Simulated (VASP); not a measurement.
# TiC (Fm-3m) in VASP: a series of runs

Runs on TiC. Level: PBE+D3(BJ). Tasks: single point.

All numbers are computed with VASP 6.6.1; they aren't measurements. Logs are shortened: lines on timing, memory, paths and dates and some standing lists are left out, and cuts for length are marked.

## 1. The cell of the first run

Symmetry: Fm-3m, No. 225, cubic system. Conventional cell: a = 4.319 Å, b = 4.319 Å, c = 4.319 Å, α = 90.00°, β = 90.00°, γ = 90.00°. Within 2.9 Å of Ti (site symmetry m-3m) lie 6 C at 2.16 Å. Within 2.9 Å of C (site symmetry m-3m) lie 6 Ti at 2.16 Å.

## 2. Single point, PBE+D3(BJ)

INCAR reads:

```
PREC = Accurate
ENCUT = 600
EDIFF = 1E-6
ISMEAR = -1
SIGMA = 0.1
LREAL = False
LASPH = True
NELM = 120
ALGO = Normal
ISIF = 2
LWAVE = False
LCHARG = True
GGA = PE
IVDW = 12
LELF = True
LVHAR = True
NBANDS = 15
GGA_COMPAT = False
```

KPOINTS reads:

```
Automatic mesh
0
Gamma
  11 11 11
```

POSCAR reads:

```
TiC
1.0
    0.0000000000      2.1593000000      2.1593000000
    2.1593000000      0.0000000000      2.1593000000
    2.1593000000      2.1593000000      0.0000000000
Ti C
1 1
Direct
    0.0000000000      0.0000000000      0.0000000000
    0.5000000000      0.5000000000      0.5000000000
```

Potentials or basis: VASP PAW PBE potentials, release 64 (Ti_sv, C).

Started as:

```console
$ cat potpaw_PBE.64/Ti_sv/POTCAR potpaw_PBE.64/C/POTCAR > POTCAR
$ mpirun -np 1 vasp_std > vasp.out
```

OUTCAR:

```text
PREC = Accurate
   ENCUT = 600
   EDIFF = 1E-6
   ISMEAR = -1
   LREAL = False
   LASPH = True
   NELM = 120
   ISIF = 2
   GGA = PE
   IVDW = 12
 IVDW          = 12

 ion  position               nearest neighbor table
   1  0.000  0.000  0.000-   2 2.16   2 2.16   2 2.16   2 2.16   2 2.16   2 2.16
   2  0.500  0.500  0.500-   1 2.16   1 2.16   1 2.16   1 2.16   1 2.16   1 2.16

  LATTYP: Found a face centered cubic cell.
 ALAT       =     4.3186000000

  Lattice vectors:

 A1 = (   0.0000000000,   2.1593000000,   2.1593000000)
 A2 = (   2.1593000000,   0.0000000000,   2.1593000000)
 A3 = (   2.1593000000,   2.1593000000,   0.0000000000)

Analysis of symmetry for initial positions (statically):
=====================================================================
 Subroutine PRICEL returns:
 Original cell was already a primitive cell.

 Routine SETGRP: Setting up the symmetry group for a
 face centered cubic supercell.

 Subroutine GETGRP returns: Found 48 space group operations
 (whereof 48 operations were pure point group operations)
 out of a pool of 48 trial point group operations.

The static configuration has the point symmetry O_h .

Analysis of symmetry for dynamics (positions and initial velocities):
=====================================================================
 Subroutine PRICEL returns:
 Original cell was already a primitive cell.

 Routine SETGRP: Setting up the symmetry group for a
 face centered cubic supercell.

 Subroutine GETGRP returns: Found 48 space group operations
 (whereof 48 operations were pure point group operations)
 out of a pool of 48 trial point group operations.

The dynamic configuration has the point symmetry O_h .

 Subroutine INISYM returns: Found 48 space group operations
 (whereof 48 operations are pure point group operations),
 and found     1 'primitive' translations

----------------------------------------------------------------------------------------

                                     Primitive cell

  volume of cell :      20.1358

  direct lattice vectors                    reciprocal lattice vectors
     0.000000000  2.159300000  2.159300000    -0.231556523  0.231556523  0.231556523
     2.159300000  0.000000000  2.159300000     0.231556523 -0.231556523  0.231556523
     2.159300000  2.159300000  0.000000000     0.231556523  0.231556523 -0.231556523

  length of vectors
     3.053711345  3.053711345  3.053711345     0.401067663  0.401067663  0.401067663

  position of ions in fractional coordinates (direct lattice)
     0.000000000  0.000000000  0.000000000
     0.500000000  0.500000000  0.500000000

  ion indices of the primitive-cell ions
   primitive index   ion index
                 1           1
                 2           2

----------------------------------------------------------------------------------------

 KPOINTS: Automatic mesh

Automatic generation of k-mesh.
 Grid dimensions read from file:
 generate k-points for:   11   11   11

 Generating k-lattice:

  Cartesian coordinates                     Fractional coordinates (reciprocal lattice)
    -0.021050593  0.021050593  0.021050593     0.090909091  0.000000000  0.000000000
     0.021050593 -0.021050593  0.021050593     0.000000000  0.090909091  0.000000000
     0.021050593  0.021050593 -0.021050593     0.000000000  0.000000000  0.090909091

  Length of vectors
     0.036460697  0.036460697  0.036460697

  Shift w.r.t. Gamma in fractional coordinates (k-lattice)
     0.000000000  0.000000000  0.000000000

 Subroutine IBZKPT returns following result:
 ===========================================

 Found     56 irreducible k-points:

 Following reciprocal coordinates:
            Coordinates               Weight
  0.000000  0.000000  0.000000      1.000000
  0.090909  0.000000  0.000000      8.000000
  0.181818  0.000000  0.000000      8.000000
  0.272727  0.000000  0.000000      8.000000
  0.363636  0.000000  0.000000      8.000000
  0.454545  0.000000  0.000000      8.000000
[... 16 lines left out ...]
 -0.272727  0.181818  0.000000     24.000000
 -0.181818  0.181818  0.000000     12.000000
 [... further k-points ...]
   k-points           NKPTS =     56   k-points in BZ     NKDIM =     56   number of bands    NBANDS=     15
   number of dos      NEDOS =    301   number of ions     NIONS =      2
   total plane-waves  NPLWV =  13824
   dimension x,y,z NGX =    24 NGY =   24 NGZ =   24
   dimension x,y,z NGXF=    48 NGYF=   48 NGZF=   48
   ions per type =               1   1
   NGX,Y,Z   is equivalent  to a cutoff of  13.07, 13.07, 13.07 a.u.
   NGXF,Y,Z  is equivalent  to a cutoff of  26.13, 26.13, 26.13 a.u.
 SYSTEM =  unknown system
   PREC   = accura    normal or accurate (medium, high low for compatibility)
   ISTART =      0    job   : 0-new  1-cont  2-samecut
   ICHARG =      2    charge: 1-file 2-atom 10-const
   ISPIN  =      1    spin polarized calculation?
   LNONCOLLINEAR =      F non collinear calculations
   LSORBIT =      F    spin-orbit coupling
   LASPH  =      T    aspherical Exc in radial PAW
   ENCUT  =  600.0 eV  44.10 Ry    6.64 a.u.   6.10  6.10  6.10*2*pi/ulx,y,z
   NELM   =    120;   NELMIN=  2; NELMDL= -5     # of ELM steps
   EDIFF  = 0.1E-05   stopping-criterion for ELM
   LREAL  =      F    real-space projection
   EDIFFG = 0.1E-04   stopping-criterion for IOM
   NSW    =      0    number of steps for IOM
   IBRION =     -1    ionic relax: 0-MD 1-quasi-New 2-CG
   NFREE  =      0    steps in history (QN), initial steepest desc. (CG)
   ISIF   =      2    stress and relaxation
   ISYM   =      2    0-nonsym 1-usesym 2-fastsym
   POTIM  = 0.5000    time-step for ionic-motion
   TEBEG  =    0.0;   TEEND  =   0.0 temperature during run
   PSTRESS=    0.0 pullay stress
   NELECT =      16.0000    total number of electrons
   NUPDOWN=      -1.0000    fix difference up-down
   EMIN   =  10.00;   EMAX   =-10.00  energy-range for DOS
   EFERMI =   0.00;   METHOD = LEGACY
   ISMEAR =    -1;   SIGMA  =   0.10  broadening in eV -4-tet -1-fermi 0-gaus
   EFERMI_NEDOS =   21; number of points for ismear=-14 and -15
   IALGO  =     38    algorithm
   IMIX   =      4    mixing-type and parameters
     AMIX     =   0.40;   BMIX     =  1.00
     AMIX_MAG =   1.60;   BMIX_MAG =  1.00
  volume/ion in A,a.u.               =      10.07        67.94
  Fermi-wavevector in a.u.,A,eV,Ry     =   1.516323  2.865436 31.283015  2.299237
  Thomas-Fermi vector in A             =   2.625728
   LORBIT       =      0    0 simple, 1 ext, 2 COOP (PROOUT), +10 PAW based schemes
   GGA     = PE    functional components
   LHFCALC =     F    Hartree Fock is set to
   AEXX    =    0.0000 exact exchange contribution
   IVDW    =    12    specifies the selected vdW correction
   LEPSILON=     F    determine dielectric tensor
   LRPA    =     F    only Hartree local field effects (RPA)
 non-spin polarized calculation
  energy-cutoff  :      600.00
  volume of cell :       20.14
 maximum number of plane-waves:       684
   NGX = 13   NGY = 13   NGZ = 13

 number of electron      16.0000002 magnetization

 Free energy of the ion-electron system (eV)
  ---------------------------------------------------
  ext. energy  EPLUGINS =         0.00000000
  ---------------------------------------------------
  free energy    TOTEN  =       -18.71264421 eV

  energy without entropy =      -18.70254709  energy(sigma->0) =      -18.70759565

 E-fermi :   9.5358     XC(G=0): -12.7440

 val. band max:        9.4505264522   @ k =   0.4545   0.4545   0.0000
 cond. band min:       9.6711551864   @ k =   0.0909   0.0000   0.0000
 fundamental gap:      0.2206287341
 Fermi energy:         9.5357730272

 k-point     1 :       0.0000    0.0000    0.0000
  band No.  band energies     occupation
      1     -47.0461      2.00000
      2     -23.0660      2.00000
      3     -23.0660      2.00000
      4     -23.0660      2.00000
      5      -2.9214      2.00000
      6      10.2138      0.00227
      7      10.2138      0.00227
      8      10.2138      0.00227
      9      11.2049      0.00000
     10      11.2049      0.00000
     11      11.2049      0.00000
     12      11.2489      0.00000
     13      11.2489      0.00000
     14      20.1307      0.00000
     15      23.5853      0.00000

 k-point     2 :       0.0909    0.0000    0.0000
  band No.  band energies     occupation
      1     -47.0402      2.00000
      2     -23.1083      2.00000
      3     -23.0700      2.00000
      4     -23.0700      2.00000
      5      -2.7335      2.00000
      6       9.3922      1.61556
      7       9.6712      0.41049
      8       9.6712      0.41049
      9      10.5433      0.00008
     10      10.5433      0.00008
     11      11.6064      0.00000
     12      12.7270      0.00000
     13      12.7270      0.00000
     14      20.4510      0.00000
     15      23.6504      0.00000

 k-point     3 :       0.1818    0.0000    0.0000
  band No.  band energies     occupation
      1     -47.0241      2.00000
      2     -23.2200      2.00000
      3     -23.0805      2.00000
      4     -23.0805      2.00000
      5      -2.1940      2.00000
      6       7.9446      2.00000
      7       8.5268      1.99992
      8       8.5268      1.99992
      9      10.8911      0.00000
     10      10.8911      0.00000
     11      12.0495      0.00000
     12      14.2916      0.00000
     13      14.2916      0.00000
     14      20.9654      0.00000
     15      23.6498      0.00000
[... 343 lines left out ...]
 k-point    23 :      -0.2727    0.1818    0.0000
  band No.  band energies     occupation
      1     -46.9779      2.00000
      2     -23.4303      2.00000
      3     -23.2166      2.00000
      4     -23.1048      2.00000
      5      -0.4351      2.00000
      6       5.2649      2.00000
      7       6.9624      2.00000
      8       7.0171      2.00000
      9      11.5516      0.00000
     10      12.5129      0.00000
     11      13.3293      0.00000
     12      14.7007      0.00000
     13      17.5078      0.00000
     14      20.6604      0.00000
     15      23.2103      0.00000

 k-point    24 :      -0.1818    0.1818    0.0000
  band No.  band energies     occupation
      1     -46.9959      2.00000
      2     -23.3468      2.00000
      3     -23.1765      2.00000
      4     -23.0862      2.00000
      5      -1.1839      2.00000
      6       6.2495      2.00000
      7       7.3311      2.00000
      8       7.5676      2.00000
      9      11.0779      0.00000
     10      12.1995      0.00000
     11      13.1203      0.00000
     12      13.9302      0.00000
     13      16.8396      0.00000
     14      21.3989      0.00000
     15      23.0801      0.00000

 [... further k-points ...]

------------------------ aborting loop because EDIFF is reached ----------------------------------------

 Edisp (eV)   -0.89911

 E8    (eV) :    -0.3862

  FORCE on cell =-STRESS in cart. coord.  units (eV):
  Direction    XX          YY          ZZ          XY          YZ          ZX
  --------------------------------------------------------------------------------------
  -------------------------------------------------------------------------------------
  Total      -0.59634    -0.59634    -0.59634    -0.00000     0.00000     0.00000
  in kB     -47.45000   -47.45000   -47.45000    -0.00000     0.00000     0.00000
  external pressure =      -47.45 kB  Pullay stress =        0.00 kB

 VOLUME and BASIS-vectors are now :
 -----------------------------------------------------------------------------
  energy-cutoff  :      600.00
  volume of cell :       20.14
      direct lattice vectors                 reciprocal lattice vectors
     0.000000000  2.159300000  2.159300000    -0.231556523  0.231556523  0.231556523
     2.159300000  0.000000000  2.159300000     0.231556523 -0.231556523  0.231556523
     2.159300000  2.159300000  0.000000000     0.231556523  0.231556523 -0.231556523

 POSITION                                       TOTAL-FORCE (eV/Angst)
 -----------------------------------------------------------------------------------
      0.00000      0.00000      0.00000        -0.000000     -0.000000     -0.000000
      2.15930      2.15930      2.15930         0.000000      0.000000      0.000000
 -----------------------------------------------------------------------------------
    total drift:                                0.000000     -0.000000     -0.000000

  FREE ENERGIE OF THE ION-ELECTRON SYSTEM (eV)
  ---------------------------------------------------
  free  energy   TOTEN  =       -19.6117586525 eV

  energy  without entropy=      -19.6016615297  energy(sigma->0) =      -19.60671009
```

It took 27 s on 1 thread of Intel Xeon 8259CL, shared host; peak memory 0.16 GiB.

What came out:

* Free energy: -19.6118 eV
* Pressure: -4.7 GPa
* Band gap on the k mesh: zero (bands 8 and 9 overlap by 1.11 eV)
* Dispersion energy per atom: -0.450 eV

Levels at points of the mesh, in eV from the Fermi level:
```csv
k point,band 6,band 7,band 8,band 9,band 10,band 11
"(0.00, 0.00, 0.00)",0.68,0.68,0.68,1.67,1.67,1.67
```

Caveat: the cell stands under tension.

## 3. Single point, PBE+D3(BJ)

This run uses another cell than the first one, of 10.47 Å³/atom.

INCAR reads:

```
PREC     = Accurate       # precision mode
ENCUT    = 600            # plane-wave cutoff, eV
EDIFF    = 1E-6           # SCF threshold, eV
ISMEAR   = -1             # smearing method
SIGMA    = 0.1            # smearing width, eV
LREAL    = F              # projectors in reciprocal space
LASPH    = T              # aspherical terms in the spheres
NELM     = 120            # most SCF steps
ALGO     = Normal         # electronic algorithm
ISIF     = 2              # what is computed and relaxed
LWAVE    = F              # write WAVECAR
LCHARG   = F              # write CHGCAR
GGA      = PE             # functional
IVDW     = 12             # dispersion correction
NBANDS   = 15             # bands
GGA_COMPAT= F
```

KPOINTS reads:

```
regular mesh
0
Gamma
  11 11 11
```

POSCAR reads:

```
TiC
1.0
    0.0000000000      2.1877151007      2.1877151007
    2.1877151007      0.0000000000      2.1877151007
    2.1877151007      2.1877151007      0.0000000000
Ti C
1 1
Direct
    0.0000000000      0.0000000000      0.0000000000
    0.5000000000      0.5000000000      0.5000000000
```

Potentials or basis: VASP PAW PBE potentials, release 64 (Ti_sv, C).

Started as:

```console
$ cat potpaw_PBE.64/Ti_sv/POTCAR potpaw_PBE.64/C/POTCAR > POTCAR
$ mpirun -np 1 vasp_std > vasp.out
```

OUTCAR:

```text
PREC = Accurate
   ENCUT = 600
   EDIFF = 1E-6
   ISMEAR = -1
   LREAL = F
   LASPH = T
   NELM = 120
   ISIF = 2
   GGA = PE
   IVDW = 12
 IVDW          = 12

 ion  position               nearest neighbor table
   1  0.000  0.000  0.000-   2 2.19   2 2.19   2 2.19   2 2.19   2 2.19   2 2.19
   2  0.500  0.500  0.500-   1 2.19   1 2.19   1 2.19   1 2.19   1 2.19   1 2.19

  LATTYP: Found a face centered cubic cell.
 ALAT       =     4.3754302014

  Lattice vectors:

 A1 = (   0.0000000000,   2.1877151007,   2.1877151007)
 A2 = (   2.1877151007,   0.0000000000,   2.1877151007)
 A3 = (   2.1877151007,   2.1877151007,   0.0000000000)

Analysis of symmetry for initial positions (statically):
=====================================================================
 Subroutine PRICEL returns:
 Original cell was already a primitive cell.

 Routine SETGRP: Setting up the symmetry group for a
 face centered cubic supercell.

 Subroutine GETGRP returns: Found 48 space group operations
 (whereof 48 operations were pure point group operations)
 out of a pool of 48 trial point group operations.

The static configuration has the point symmetry O_h .

Analysis of symmetry for dynamics (positions and initial velocities):
[... 177 lines left out ...]
     10      10.6978      0.00000
     11      10.6978      0.00000
     12      10.7074      0.00000
     13      10.7074      0.00000
     14      19.1013      0.00000
[... 401 lines left out ...]
      2     -23.8989      2.00000
      3     -23.7526      2.00000
      4     -23.6751      2.00000
      5      -1.5363      2.00000
      6       5.8895      2.00000
      7       6.9678      2.00000
      8       7.1877      2.00000
      9      10.5564      0.00000
     10      11.6033      0.00000
     11      12.5131      0.00000
     12      13.2338      0.00000
     13      16.0592      0.00000
     14      20.5074      0.00000
     15      22.2902      0.00000

 [... further k-points ...]

------------------------ aborting loop because EDIFF is reached ----------------------------------------

 Edisp (eV)   -0.86325

 E8    (eV) :    -0.3705

  FORCE on cell =-STRESS in cart. coord.  units (eV):
  Direction    XX          YY          ZZ          XY          YZ          ZX
  --------------------------------------------------------------------------------------
  -------------------------------------------------------------------------------------
  Total      -1.78588    -1.78588    -1.78588     0.00000     0.00000     0.00000
  in kB    -136.63422  -136.63422  -136.63422     0.00000     0.00000     0.00000
  external pressure =     -136.63 kB  Pullay stress =        0.00 kB

 VOLUME and BASIS-vectors are now :
 -----------------------------------------------------------------------------
  energy-cutoff  :      600.00
  volume of cell :       20.94
      direct lattice vectors                 reciprocal lattice vectors
     0.000000000  2.187715101  2.187715101    -0.228548955  0.228548955  0.228548955
     2.187715101  0.000000000  2.187715101     0.228548955 -0.228548955  0.228548955
     2.187715101  2.187715101  0.000000000     0.228548955  0.228548955 -0.228548955

 POSITION                                       TOTAL-FORCE (eV/Angst)
 -----------------------------------------------------------------------------------
      0.00000      0.00000      0.00000        -0.000000      0.000000      0.000000
      2.18772      2.18772      2.18772         0.000000     -0.000000      0.000000
 -----------------------------------------------------------------------------------
    total drift:                               -0.000000      0.000000      0.000000

  FREE ENERGIE OF THE ION-ELECTRON SYSTEM (eV)
  ---------------------------------------------------
  free  energy   TOTEN  =       -19.5658852932 eV

  energy  without entropy=      -19.5555004392  energy(sigma->0) =      -19.56069287
```

OSZICAR:

```text
N       E                     dE             d eps       ncg     rms          rms(c)
DAV:   1     0.126580877139E+03    0.12658E+03   -0.87861E+03  1680   0.141E+03
DAV:   2    -0.160003487597E+02   -0.14258E+03   -0.13378E+03  1813   0.355E+02
DAV:   3    -0.241240871759E+02   -0.81237E+01   -0.80018E+01  2234   0.816E+01
DAV:   4    -0.243865216402E+02   -0.26243E+00   -0.26220E+00  2134   0.132E+01
DAV:   5    -0.243916064750E+02   -0.50848E-02   -0.50842E-02  2186   0.163E+00    0.177E+01
DAV:   6    -0.194119441658E+02    0.49797E+01   -0.12113E+01  2356   0.561E+01    0.720E+00
DAV:   7    -0.187517761784E+02    0.66017E+00   -0.23556E+00  1973   0.216E+01    0.469E+00
DAV:   8    -0.187308333394E+02    0.20943E-01   -0.11121E-01  1834   0.317E+00    0.364E+00
DAV:   9    -0.187069795751E+02    0.23854E-01   -0.12105E-01  2274   0.521E+00    0.788E-01
DAV:  10    -0.187057356578E+02    0.12439E-02   -0.14182E-02  2123   0.132E+00    0.666E-01
DAV:  11    -0.187032459335E+02    0.24897E-02   -0.25787E-03  1939   0.776E-01    0.315E-01
DAV:  12    -0.187026673316E+02    0.57860E-03   -0.10249E-03  2060   0.544E-01    0.591E-02
DAV:  13    -0.187026384648E+02    0.28867E-04   -0.92597E-05  1898   0.132E-01    0.233E-02
DAV:  14    -0.187026356215E+02    0.28433E-05   -0.12008E-05  2192   0.248E-02    0.567E-03
DAV:  15    -0.187026351032E+02    0.51830E-06   -0.85822E-07  1181   0.132E-02
   1 F= -.19565885E+02 E0= -.19560693E+02  d E =-.103849E-01
```

Wall time 53 s (1 thread of Intel Xeon 8259CL, shared host); peak memory 0.18 GiB.

What came out:

- Free energy: -19.5659 eV
- Pressure: -13.7 GPa
- Band gap on the k mesh: zero (bands 8 and 9 overlap by 1.09 eV)
- Dispersion energy per atom: -0.432 eV

Levels at points of the mesh, in eV from the Fermi level:
| k point | band 5 | band 6 | band 7 | band 8 | band 9 | band 10 | band 11 | band 12 |
| --- | --- | --- | --- | --- | --- | --- | --- | --- |
| (0.00, 0.00, 0.00) | -12.27 | 0.67 | 0.67 | 0.67 | 1.62 | 1.62 | 1.62 | 1.63 |

Caveat: the cell stands under tension.

(Continued in part 2 of 2.)

The gap in the log of VASP goes by the Fermi energy; the results here count the filled bands.